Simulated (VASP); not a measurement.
# Au in VASP: notebook

The runs below take Au through vibrations by perturbation theory, with PBE.

Program: VASP 6.6.1. These are calculated values, not measurements. Logs are shortened: lines on timing, memory, paths and dates and some standing lists are left out, and cuts for length are marked.

## 1. The cell of the first run

The typed cell holds 2 atoms: a = 2.917 Å, b = 2.917 Å, c = 4.889 Å, α = 90.00°, β = 90.00°, γ = 120.00°.

This isn't the form of Au at room conditions, which is fcc.

## 2. Vibrations by perturbation theory, PBE

File INCAR:

```
PREC = Accurate
ENCUT = 520
EDIFF = 1E-8
ISMEAR = -1
SIGMA = 0.15
LREAL = F
LASPH = T
NELM = 60
ALGO = Normal
ISIF = 2
LWAVE = F
LCHARG = F
GGA = PE
NBANDS = 18
IBRION = 8
NSW = 1
```

File KPOINTS:

```
Automatic mesh
0
Gamma
  16 16 10
```

File POSCAR:

```
Au
1.0
    1.4582280083     -2.5259136535      0.0000000000
    1.4582280083      2.5259136535      0.0000000000
    0.0000000000      0.0000000000      4.8893443213
Au
2
Direct
    0.6666363783      0.3333636217      0.2500000000
    0.3333636217      0.6666363783      0.7500000000
```

Potentials or basis: VASP PAW PBE potentials, release 64 (Au).

Launch:

```sh
cat potpaw_PBE.64/Au/POTCAR > POTCAR
mpirun -np 1 vasp_std > vasp.out
```

OUTCAR:

```text
PREC = Accurate
   ENCUT = 520
   EDIFF = 1E-8
   ISMEAR = -1
   LREAL = F
   LASPH = T
   NELM = 60
   ISIF = 2
   GGA = PE
   IBRION = 8
   NSW = 1

 ion  position               nearest neighbor table
   1  0.667  0.333  0.250-   2 2.97   2 2.97   2 2.97   2 2.97   2 2.97   2 2.97
   2  0.333  0.667  0.750-   1 2.97   1 2.97   1 2.97   1 2.97   1 2.97   1 2.97

  LATTYP: Found a base centered orthorhombic cell.
 ALAT       =     2.9164560166
 B/A-ratio  =     1.7321801797
 C/A-ratio  =     1.6764677038

  Lattice vectors:

 A1 = (   1.4582280083,  -2.5259136535,   0.0000000000)
 A2 = (   1.4582280083,   2.5259136535,   0.0000000000)
 A3 = (   0.0000000000,   0.0000000000,   4.8893443213)

Analysis of symmetry for initial positions (statically):
=====================================================================
 Subroutine PRICEL returns:
 Original cell was already a primitive cell.

 Routine SETGRP: Setting up the symmetry group for a
 base centered orthorhombic supercell.

 Subroutine GETGRP returns: Found  8 space group operations
 (whereof  4 operations were pure point group operations)
 out of a pool of  8 trial point group operations.

The static configuration has the point symmetry C_2h.
 The point group associated with its full space group is D_2h.

Analysis of symmetry for dynamics (positions and initial velocities):
=====================================================================
 Subroutine PRICEL returns:
 Original cell was already a primitive cell.

 Routine SETGRP: Setting up the symmetry group for a
 base centered orthorhombic supercell.

 Subroutine GETGRP returns: Found  8 space group operations
 (whereof  4 operations were pure point group operations)
 out of a pool of  8 trial point group operations.

The dynamic configuration has the point symmetry C_2h.
 The point group associated with its full space group is D_2h.

 Subroutine INISYM returns: Found  8 space group operations
 (whereof  4 operations are pure point group operations),
 and found     1 'primitive' translations

----------------------------------------------------------------------------------------

                                     Primitive cell

  volume of cell :      36.0184

  direct lattice vectors                    reciprocal lattice vectors
     1.458228008 -2.525913653  0.000000000     0.342881907 -0.197948176  0.000000000
     1.458228008  2.525913653  0.000000000     0.342881907  0.197948176  0.000000000
     0.000000000  0.000000000  4.889344321     0.000000000  0.000000000  0.204526402

  length of vectors
     2.916619397  2.916619397  4.889344321     0.395918530  0.395918530  0.204526402

  position of ions in fractional coordinates (direct lattice)
     0.666636378  0.333363622  0.250000000
     0.333363622  0.666636378  0.750000000

  ion indices of the primitive-cell ions
   primitive index   ion index
                 1           1
                 2           2

----------------------------------------------------------------------------------------

 KPOINTS: Automatic mesh

Automatic generation of k-mesh.
 Grid dimensions read from file:
 generate k-points for:   16   16   10

 Generating k-lattice:

  Cartesian coordinates                     Fractional coordinates (reciprocal lattice)
     0.021430119 -0.012371761  0.000000000     0.062500000  0.000000000  0.000000000
     0.021430119  0.012371761  0.000000000     0.000000000  0.062500000  0.000000000
     0.000000000  0.000000000  0.020452640     0.000000000  0.000000000  0.100000000

  Length of vectors
     0.024744908  0.024744908  0.020452640

  Shift w.r.t. Gamma in fractional coordinates (k-lattice)
     0.000000000  0.000000000  0.000000000

 Subroutine IBZKPT returns following result:
 ===========================================

 Found    438 irreducible k-points:

 Following reciprocal coordinates:
            Coordinates               Weight
  0.000000  0.000000  0.000000      1.000000
  0.062500  0.000000  0.000000      4.000000
  0.125000  0.000000  0.000000      4.000000
  0.187500  0.000000  0.000000      4.000000
  0.250000  0.000000  0.000000      4.000000
  0.312500 -0.000000  0.000000      4.000000
[... 16 lines left out ...]
 -0.125000  0.062500  0.000000      4.000000
 -0.062500  0.062500  0.000000      2.000000
 [... further k-points ...]
   k-points           NKPTS =    438   k-points in BZ     NKDIM =    438   number of bands    NBANDS=     18
   number of dos      NEDOS =    301   number of ions     NIONS =      2
[... 20 lines left out ...]
   IBRION =      8    ionic relax: 0-MD 1-quasi-New 2-CG
   NFREE  =      0    steps in history (QN), initial steepest desc. (CG)
   ISIF   =      2    stress and relaxation
   ISYM   =      2    0-nonsym 1-usesym 2-fastsym
   POTIM  = 0.5000    time-step for ionic-motion
   TEBEG  =    0.0;   TEEND  =   0.0 temperature during run
   PSTRESS=    0.0 pullay stress
   NELECT =      22.0000    total number of electrons
   NUPDOWN=      -1.0000    fix difference up-down
   EMIN   =  10.00;   EMAX   =-10.00  energy-range for DOS
   EFERMI =   0.00;   METHOD = LEGACY
   ISMEAR =    -1;   SIGMA  =   0.15  broadening in eV -4-tet -1-fermi 0-gaus
   EFERMI_NEDOS =   21; number of points for ismear=-14 and -15
   IALGO  =     38    algorithm
   IMIX   =      4    mixing-type and parameters
     AMIX     =   0.40;   BMIX     =  1.00
     AMIX_MAG =   1.60;   BMIX_MAG =  1.00
  volume/ion in A,a.u.               =      18.01       121.53
  Fermi-wavevector in a.u.,A,eV,Ry     =   1.389017  2.624861 26.250646  1.929368
  Thomas-Fermi vector in A             =   2.513088
   LORBIT       =      0    0 simple, 1 ext, 2 COOP (PROOUT), +10 PAW based schemes
   GGA     = PE    functional components
   LHFCALC =     F    Hartree Fock is set to
   AEXX    =    0.0000 exact exchange contribution
   IVDW    =     0    specifies the selected vdW correction
   LEPSILON=     F    determine dielectric tensor
   LRPA    =     F    only Hartree local field effects (RPA)
 non-spin polarized calculation
  energy-cutoff  :      520.00
  volume of cell :       36.02
 maximum number of plane-waves:       996
 NGX is ok and might be reduce to    24
   NGX = 11   NGY = 11   NGZ = 19

--------------------------------------- Ionic step        1  -------------------------------------------

 number of electron      21.9999998 magnetization

 Free energy of the ion-electron system (eV)
  ---------------------------------------------------
  ext. energy  EPLUGINS =         0.00000000
  ---------------------------------------------------
  free energy    TOTEN  =        -6.44988534 eV

  energy without entropy =       -6.40210180  energy(sigma->0) =       -6.42599357

 E-fermi :   8.5629     XC(G=0): -12.3874

 val. band max:        8.4884849633   @ k =   0.2500   0.2500   0.2000
 cond. band min:       8.5738379262   @ k =   0.5000   0.0625   0.2000
 fundamental gap:      0.0853529630
 Fermi energy:         8.5628636695

 k-point     1 :       0.0000    0.0000    0.0000
  band No.  band energies     occupation
      1      -0.7066      2.00000
      2       1.6739      2.00000
      3       4.0192      2.00000
      4       4.2681      2.00000
      5       4.2692      2.00000
      6       4.5518      2.00000
[... 481 lines left out ...]
      5       4.3453      2.00000
      6       4.5118      2.00000
[... 10 lines left out ...]
     17      25.8446      0.00000
     18      26.1383      0.00000

 [... further k-points ...]

------------------------ aborting loop because EDIFF is reached ----------------------------------------

  FORCE on cell =-STRESS in cart. coord.  units (eV):
  Direction    XX          YY          ZZ          XY          YZ          ZX
  --------------------------------------------------------------------------------------
  -------------------------------------------------------------------------------------
  Total       -0.0497518     -0.0499669     -0.0544764      0.0000000     -0.0000000      0.0000000
  in kB       -2.2130671     -2.2226373     -2.4232272      0.0000000     -0.0000000      0.0000000
  external PRESSURE =      -2.2863105 kB  Pullay stress =       0.0000000 kB

 VOLUME and BASIS-vectors are now :
 -----------------------------------------------------------------------------
  energy-cutoff  :      520.00
  volume of cell :       36.02
      direct lattice vectors                 reciprocal lattice vectors
     1.458228008 -2.525913653  0.000000000     0.342881907 -0.197948176  0.000000000
     1.458228008  2.525913653  0.000000000     0.342881907  0.197948176  0.000000000
     0.000000000  0.000000000  4.889344321     0.000000000  0.000000000  0.204526402

 POSITION                                       TOTAL-FORCE (eV/Angst)
 -----------------------------------------------------------------------------------
      1.45823     -0.84182      1.22234         0.000000     -0.000096     -0.000000
      1.45823      0.84182      3.66701         0.000000      0.000096      0.000000
 -----------------------------------------------------------------------------------
    total drift:                               -0.000000     -0.000000     -0.000000

  FREE ENERGIE OF THE ION-ELECTRON SYSTEM (eV)
  ---------------------------------------------------
  free  energy   TOTEN  =        -6.4498853371 eV

  energy  without entropy=       -6.4021018008  energy(sigma->0) =       -6.42599357

[... ionic steps 2 to 3 ...]

--------------------------------------- Ionic step        4  -------------------------------------------

------------------------ aborting loop because EDIFF is reached ----------------------------------------

--------------------------------------- Ionic step        5  -------------------------------------------

------------------------ aborting loop because EDIFF is reached ----------------------------------------

--------------------------------------- Ionic step        6  -------------------------------------------

 Free energy of the ion-electron system (eV)
  ---------------------------------------------------
  ---------------------------------------------------
  free energy    TOTEN  =        -0.31374686 eV

  energy without entropy =       -0.31374686

------------------------ aborting loop because EDIFF is reached ----------------------------------------

 INTERNAL STRAIN TENSOR  FOR ION    1  DIRECTION 3   (eV/Angst):
 -----------------------------------------------------------------------------
    -0.00692  0.00000  0.00000
     0.00000 -0.00609 -0.00089
     0.00000 -0.00094  0.02143

 INTERNAL STRAIN TENSOR FOR ION    2 for displacements in x,y,z  (eV/Angst):
          X           Y           Z          XY          YZ          ZX
  --------------------------------------------------------------------------------
  x     0.00000     0.00000     0.00000     0.37892     0.00000     0.00000
  y     0.36737    -0.37074    -0.00068     0.00000     0.00000     0.00000
  z     0.00000     0.00000    -0.00000     0.00000     0.00094     0.00000

 SECOND DERIVATIVES (NOT SYMMETRIZED)
 ------------------------------------
               1X          1Y          1Z          2X          2Y          2Z
  1X    -0.456051    0.000000    0.000000    0.456051    0.000000    0.000000
  1Y     0.000000   -0.457634    0.000000    0.000000    0.457634    0.000000
  1Z     0.000000   -0.000000   -6.169971    0.000000    0.000000    6.169971
  2X     0.456051    0.000000    0.000000   -0.456051    0.000000    0.000000
  2Y     0.000000    0.457634    0.000000    0.000000   -0.457634    0.000000
  2Z     0.000000    0.000000    6.169971    0.000000   -0.000000   -6.169971

 Eigenvectors and eigenvalues of the dynamical matrix
 ----------------------------------------------------

   1 f  =    3.913016 THz    24.586206 2PiTHz  130.524172 cm-1    16.182928 meV
             X         Y         Z           dx          dy          dz
      1.458228 -0.841818  1.222336     0.000000    0.000000    0.707107
      1.458228  0.841818  3.667008     0.000000    0.000000   -0.707107
[... 16 lines left out ...]
   5 f  =    0.000000 THz     0.000000 2PiTHz    0.000000 cm-1     0.000000 meV
             X         Y         Z           dx          dy          dz
      1.458228 -0.841818  1.222336     0.000000    0.000000    0.707107
      1.458228  0.841818  3.667008     0.000000    0.000000    0.707107

   6 f/i=    0.000000 THz     0.000000 2PiTHz    0.000000 cm-1     0.000000 meV
             X         Y         Z           dx          dy          dz
      1.458228 -0.841818  1.222336     0.000000    0.707107   -0.000000
      1.458228  0.841818  3.667008     0.000000    0.707107    0.000000

--------------------------------------------------------------------------------------------------------

 ELASTIC MODULI CONTR FROM IONIC RELAXATION (kBar)
 Direction    XX          YY          ZZ          XY          YZ          ZX
 --------------------------------------------------------------------------------
 XX         -13.1183     13.2388      0.0241      0.0000      0.0000      0.0000
 YY          13.2388    -13.3603     -0.0243     -0.0000     -0.0000      0.0000
 ZZ           0.0241     -0.0243     -0.0000     -0.0000      0.0000      0.0000
 XY           0.0000     -0.0000     -0.0000    -14.0047      0.0000      0.0000
 YZ           0.0000     -0.0000      0.0000      0.0000     -0.0000      0.0000
 ZX           0.0000      0.0000      0.0000      0.0000      0.0000      0.0000
 --------------------------------------------------------------------------------
```

It took 32 min on 1 thread of Oxide Virtual Turin-like, shared host; peak memory 0.92 GiB.

Results:

```
Highest phonon frequency at Γ : 131 cm⁻¹
```

Phonon frequencies in cm⁻¹ (negative: imaginary):
```
              q point      frequencies
(0.000, 0.000, 0.000)  0 0 0 35 36 131
```

Caveat: spin-orbit coupling is left out, which moves the levels of the heavy elements.

## 3. Vibrations by perturbation theory, PBE (18.37 Å³/atom)

This run uses another cell than the first one, of 18.37 Å³/atom.

File INCAR:

```
SYSTEM = Au
PREC = Accurate ; ENCUT = 520
EDIFF = 1E-8 ; ISMEAR = -1
SIGMA = 0.15 ; LREAL = .FALSE.
LASPH = .TRUE. ; NELM = 60
ALGO = Normal ; ISIF = 2
LWAVE = .FALSE. ; LCHARG = .FALSE.
GGA = PE ; IBRION = 8
NSW = 1
```

File KPOINTS:

```
Automatic mesh
0
G
  16 16 10
  0 0 0
```

File POSCAR:

```
Au
1.0
    1.4668583749     -2.5407656149      0.0000000000
    1.4668583749      2.5407656149      0.0000000000
    0.0000000000      0.0000000000      4.9288084707
Au
2
Direct
    0.6666600301      0.3333399699      0.2500000000
    0.3333399699      0.6666600301      0.7500000000
```

Potentials or basis: VASP PAW PBE potentials, release 64 (Au).

Launch:

```sh
cat potpaw_PBE.64/Au/POTCAR > POTCAR
mpirun -np 1 vasp_std > vasp.out
```

OUTCAR:

```text
SYSTEM = Au
   PREC = Accurate
   ENCUT = 520
   EDIFF = 1E-8
   ISMEAR = -1
   LREAL = .FALSE.
   LASPH = .TRUE.
   NELM = 60
   ISIF = 2
   GGA = PE
   IBRION = 8
   NSW = 1

 ion  position               nearest neighbor table
   1  0.667  0.333  0.250-   2 2.99   2 2.99   2 2.99   2 2.99   2 2.99   2 2.99
   2  0.333  0.667  0.750-   1 2.99   1 2.99   1 2.99   1 2.99   1 2.99   1 2.99

  LATTYP: Found a base centered orthorhombic cell.
 ALAT       =     2.9337167498
[... 705 lines left out ...]
 ----------------------------------------------------

   1 f  =    3.651866 THz    22.945351 2PiTHz  121.813138 cm-1    15.102897 meV
             X         Y         Z           dx          dy          dz
      1.466858 -0.846888  1.232202     0.000000    0.000000    0.707107
      1.466858  0.846888  3.696606     0.000000    0.000000   -0.707107
[... 11 lines left out ...]
   4 f  =    0.000000 THz     0.000000 2PiTHz    0.000000 cm-1     0.000000 meV
             X         Y         Z           dx          dy          dz
      1.466858 -0.846888  1.232202     0.313459   -0.608404   -0.177732
      1.466858  0.846888  3.696606     0.313459   -0.608404   -0.177732

   5 f/i=    0.000000 THz     0.000000 2PiTHz    0.000000 cm-1     0.000000 meV
             X         Y         Z           dx          dy          dz
      1.466858 -0.846888  1.232202     0.630735    0.279832    0.154492
      1.466858  0.846888  3.696606     0.630735    0.279832    0.154492

   6 f/i=    0.000000 THz     0.000000 2PiTHz    0.000001 cm-1     0.000000 meV
             X         Y         Z           dx          dy          dz
      1.466858 -0.846888  1.232202    -0.062591   -0.227021    0.666741
      1.466858  0.846888  3.696606    -0.062591   -0.227021    0.666741

--------------------------------------------------------------------------------------------------------

 ELASTIC MODULI CONTR FROM IONIC RELAXATION (kBar)
 Direction    XX          YY          ZZ          XY          YZ          ZX
 --------------------------------------------------------------------------------
 XX          -6.2432      6.3105     -0.0078      0.0000     -0.0000      0.0000
 YY           6.3105     -6.3786      0.0078     -0.0000      0.0000      0.0000
 ZZ          -0.0078      0.0078     -0.0000      0.0000     -0.0000      0.0000
 XY           0.0000     -0.0000      0.0000     -6.7557      0.0000      0.0000
 YZ          -0.0000      0.0000     -0.0000      0.0000     -0.0001      0.0000
 ZX           0.0000      0.0000      0.0000      0.0000      0.0000      0.0000
 --------------------------------------------------------------------------------
```

OSZICAR:

```text
N       E                     dE             d eps       ncg     rms          rms(c)
DAV:   1     0.121313405788E+03    0.12131E+03   -0.11891E+04 13148   0.141E+03
DAV:   2    -0.534793144239E+01   -0.12666E+03   -0.12192E+03 14498   0.283E+02
DAV:   3    -0.696005858628E+01   -0.16121E+01   -0.16044E+01 15856   0.340E+01
DAV:   4    -0.696692777003E+01   -0.68692E-02   -0.68688E-02 15352   0.225E+00
[... 59 lines left out ...]
RMM:  10    -0.313776118982E+00   -0.46785E-06   -0.12173E-07 34293   0.875E-05    0.218E-05
RMM:  11    -0.313776372744E+00   -0.25376E-06   -0.37287E-07 34465   0.495E-05    0.200E-06
RMM:  12    -0.313776378027E+00   -0.52830E-08   -0.12159E-07 34022   0.169E-05    0.971E-07
RMM:  13    -0.313776368009E+00    0.10019E-07   -0.19418E-08 26804   0.777E-06    0.427E-07
RMM:  14    -0.313776369586E+00   -0.15780E-08   -0.15261E-10 21247   0.673E-06    0.624E-08
 Linear response finished
```

stdout:

```text
POSCAR found type information on POSCAR Au
 POSCAR found :  1 types and       2 ions
 scaLAPACK will be used
 LDA part: xc-table for (Slater+PW92), standard interpolation
 POSCAR, INCAR and KPOINTS ok, starting setup
 FFT: planning ... GRIDC
 FFT: planning ... GRID_SOFT
 FFT: planning ... GRID
 WAVECAR not read
 entering main loop
 Linear response reoptimize wavefunctions to high precision
 Linear response DOF=           3
 Linear response progress:
 first order change of Fermi-energy   0.38940E-04
 force on displaced ion       1 direction 1 :  -0.373   0.000   0.000
 Linear response progress:
 first order change of Fermi-energy   0.92827E-04
 force on displaced ion       1 direction 2 :   0.000  -0.374   0.000
 Linear response progress:
 first order change of Fermi-energy   0.11068E-03
 force on displaced ion       1 direction 3 :   0.000   0.000  -5.374
 Linear response finished
```

It took 31 min on 1 thread of Oxide Virtual Turin-like, shared host; peak memory 0.85 GiB.

What came out:

* Highest phonon frequency at Γ: 122 cm⁻¹

Phonon frequencies in cm⁻¹ (negative: imaginary):
| q point | frequencies |
| --- | --- |
| (0.000, 0.000, 0.000) | 0 0 0 32 32 122 |

Caveat: the cell stands under pressure or tension, which shifts response properties; spin-orbit coupling is left out, which moves the levels of the heavy elements.
